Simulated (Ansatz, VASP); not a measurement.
# Bi in VASP and in Ansatz

The input INCAR:

```
SYSTEM = Bi
  PREC = Accurate
  ENCUT = 520
  EDIFF = 1E-7
  ISMEAR = -1
  SIGMA = 0.08
  LREAL = .FALSE.
  LASPH = .TRUE.
  NELM = 100
  ALGO = Normal
  ISIF = 2
  LWAVE = .FALSE.
  LCHARG = .TRUE.
  GGA = PE
  LELF = .TRUE.
  LVHAR = .TRUE.
  NBANDS = 14
```

Contents of KPOINTS:

```
regular mesh
0
G
  13 13 13
  0 0 0
```

The input POSCAR:

```
Bi
1.0
    2.4716054361      0.0000000000      0.0000000000
    0.0000000000      2.4716054361      0.0000000000
    0.0000000000      0.0000000000      2.4716054361
Bi
1
Direct
    0.0000000000      0.0000000000      0.0000000000
```

Input for Ansatz:

```yaml
crystal:
  lattice:
    - [2.4716054361, 0.0, 0.0]
    - [0.0, 2.4716054361, 0.0]
    - [0.0, 0.0, 2.4716054361]
  atoms:
    - { symbol: Bi, position: [0.0, 0.0, 0.0] }
kpoints:
  mp_grid: { grid: [13, 13, 13] }
  band_path:
    path:
      - [0.0, 0.0, 0.0]
      - [0.0, 0.5, 0.0]
      - [0.5, 0.5, 0.0]
      - [0.0, 0.0, 0.0]
      - [0.5, 0.5, 0.5]
      - [0.0, 0.5, 0.0]
      - [0.5, 0.5, 0.5]
      - [0.5, 0.5, 0.0]
    npoints: 8
scf:
  occupations: { method: fermi_dirac, width: 0.08 }
hamiltonian:
  xc: pbe
  pseudopotentials: { kind: all_electron, lapw: { basis_error: 0.001 } }
output:
  forces: true
  stress: true
  eigenvalues: true
  populations: true
  dos: { projected: true, de: 0.2, e_range: [-14, 8] }
```

Change from the starting cell: volume scaled by 0.43, LAPW.

Alike in both runs: task single point; functional PBE; k mesh 13 × 13 × 13; occupations fermi-dirac, width 0.08 eV; no spin polarisation.

```csv
,VASP,Ansatz
version,VASP 6.6.1,Ansatz 0.2.0
potentials or method,"VASP PAW PBE potentials, release 64 (Bi_d), cutoff 520 eV","all-electron LAPW, scalar-relativistic"
```

```csv
,VASP,Ansatz,Ansatz less VASP
pressure (GPa),281.0,280.7,-0.35
```

Both programs put the cell under a high pressure, so it lies far from rest at this level. Ansatz ran all-electron here, and VASP with PAW potentials.

Neither program's run includes spin-orbit coupling. Noted on VASP's run: the cell as given lies far from equilibrium.
